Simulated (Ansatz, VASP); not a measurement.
# AlN in VASP and in Ansatz

INCAR

```
SYSTEM = AlN
ALGO = Normal
EDIFF = 1E-6
ENCUT = 600
GGA = PE
GGA_COMPAT = .FALSE.
ISIF = 2
ISMEAR = 0
LASPH = .TRUE.
LCHARG = .TRUE.
LELF = .TRUE.
LREAL = .FALSE.
LVHAR = .TRUE.
LWAVE = .FALSE.
NBANDS = 16
NELM = 120
PREC = Accurate
SIGMA = 0.01
```

File KPOINTS:

```
k-points
0
G
  8 8 6
  0 0 0
```

The input POSCAR:

```
AlN
1.0
    3.1137541851      0.0000000000      0.0000000000
   -1.5568770926      2.6965902255      0.0000000000
    0.0000000000      0.0000000000      4.9832977840
Al N
2 2
Direct
    0.3333333333      0.6666666667     -0.0000165867
    0.6666666667      0.3333333333      0.4999834133
    0.3333333333      0.6666666667      0.3820165867
    0.6666666667      0.3333333333      0.8820165867
```

Input for Ansatz:

```yaml
crystal:
  lattice:
    - [3.1137541851, 0.0, 0.0]
    - [-1.5568770926, 2.6965902255, 0.0]
    - [0.0, 0.0, 4.983297784]
  atoms:
    - { symbol: Al, position: [0.3333333333, 0.6666666667, -1.65867e-05] }
    - { symbol: Al, position: [0.6666666667, 0.3333333333, 0.4999834133] }
    - { symbol: "N", position: [0.3333333333, 0.6666666667, 0.3820165867] }
    - { symbol: "N", position: [0.6666666667, 0.3333333333, 0.8820165867] }
scf:
  occupations: { method: fixed }
  n_extra_bands: 6
output:
  eigenvalues: true
kpoints:
  mp_grid: { grid: [8, 8, 6] }
hamiltonian:
  xc: pbe
```

Alike in both runs: task single point; functional PBE; k mesh 8 × 8 × 6; no spin polarisation.

|  | VASP | Ansatz |
| --- | --- | --- |
| version | VASP 6.6.1 | Ansatz 0.2.0 |
| potentials or method | VASP PAW PBE potentials, release 64 (Al, N) | scalar-relativistic, plane waves, PAW |
| plane-wave cutoff (eV) | 600 | 420 |
| occupations | gaussian, width 0.01 eV | fixed |
| valence electrons in the cell | 16 | 16 |

```csv
,VASP,Ansatz,Ansatz less VASP
gap on the k mesh at the Fermi level (eV),4.19,4.17,-0.011
least direct gap on the mesh (eV),4.19,4.17,-0.011
```
